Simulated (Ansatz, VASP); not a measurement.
## SnSe: VASP beside Ansatz

```
Sn Se
1.0
     0.00000    3.06903    3.06903
     3.06903    0.00000    3.06903
     3.06903    3.06903    0.00000
Sn Se
1 1
Direct
  0.00000 0.00000 0.00000
  0.50000 0.50000 0.50000
```

Change from the starting cell: volume scaled by 1.06, PAW files.

Alike in both runs: task electric field gradients; functional PBEsol; k mesh 7 × 7 × 7; occupations fermi-dirac, width 0.01 eV; no spin polarisation.

|  | VASP | Ansatz |
| --- | --- | --- |
| version | VASP 6.6.1 | Ansatz 0.2.0 |
| potentials or method | VASP PAW PBE potentials, release 64 (Sn_d, Se) | PAW with Ansatz's default frozen-core files, scalar-relativistic |
| plane-wave cutoff (eV) | 520 | 420 |
| valence electrons in the cell | 20 | 30 |

|  | VASP | Ansatz | Ansatz less VASP |
| --- | --- | --- | --- |
| pressure (GPa) | -4.3 | -4.3 | -0.01 |

VASP's potentials were made for PBE, not for PBEsol. With one functional, cell and mesh, what is left measures potentials, basis and numerics. VASP's potentials hold 20 valence electrons a cell and Ansatz's 30, so a difference there can come from the potentials and not from the codes.
